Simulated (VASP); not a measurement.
Here is a VASP 6.6.1 calculation.

INCAR

```
SYSTEM = Hf
PREC = Accurate
ENCUT = 500
EDIFF = 1E-6
ISMEAR = -1
SIGMA = 0.05
LREAL = .FALSE.
LASPH = .TRUE.
NELM = 120
ALGO = Normal
ISIF = 2
LWAVE = .FALSE.
LCHARG = .FALSE.
GGA = PE
NBANDS = 11
GGA_COMPAT = .FALSE.
```

The input KPOINTS:

```
regular mesh
0
G
  9 9 9
  0 0 0
```

File POSCAR:

```
Hf
1.0
    2.9709580381      0.0000000000      0.0000000000
    0.0000000000      2.9709580381      0.0000000000
    0.0000000000      0.0000000000      2.9709580381
Hf
1
Direct
    0.5000000000      0.5000000000      0.5000000000
```

Potentials or basis: VASP PAW PBE potentials, release 64 (Hf_pv).

Command:

```sh
$ cat potpaw_PBE.64/Hf_pv/POTCAR > POTCAR
$ mpirun -np 1 vasp_std > vasp.out
```

Question: Estimate the band gap on the k mesh.

Answer: Zero (band 5 reaches 4.08 eV, above the bottom of band 6 at 2.18 eV).

Question: Estimate the pressure.

Answer: -4.2 GPa.

Caveat: spin-orbit coupling is left out, which moves the levels of the heavy elements.
